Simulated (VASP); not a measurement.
Here is a VASP 6.6.1 calculation.

File INCAR:

```
SYSTEM = Mg3SiN
PREC = Accurate
ENCUT = 520
EDIFF = 1E-7
ISMEAR = 0
SIGMA = 0.1
LREAL = .FALSE.
LASPH = .TRUE.
NELM = 60
ALGO = Normal
ISIF = 2
LWAVE = .FALSE.
LCHARG = .FALSE.
GGA = PE
NBANDS = 16
```

The input KPOINTS:

```
regular mesh
0
G
  4 4 4
  0 0 0
```

Contents of POSCAR:

```
Mg3SiN
1.0
    4.2200874200      0.0000000000      0.0000000000
    0.0000000000      4.2200874200      0.0000000000
    0.0000000000      0.0000000000      4.2200874200
Mg Si N
3 1 1
Direct
    0.0000000000      0.5000000000      0.5000000000
    0.5000000000      0.0000000000      0.5000000000
    0.5000000000      0.5000000000      0.0000000000
    0.5000000000      0.5000000000      0.5000000000
    0.0000000000      0.0000000000      0.0000000000
```

Potentials or basis: VASP PAW PBE potentials, release 64 (Mg, Si, N).

The run is started by

```bash
$ cat potpaw_PBE.64/Mg/POTCAR potpaw_PBE.64/Si/POTCAR potpaw_PBE.64/N/POTCAR > POTCAR
$ mpirun -np 1 vasp_std > vasp.out
```

Problem. What does it give for the pressure?

Solution. 40.2 GPa.

Caveat: the k points lie up to 0.37 Å⁻¹ apart.
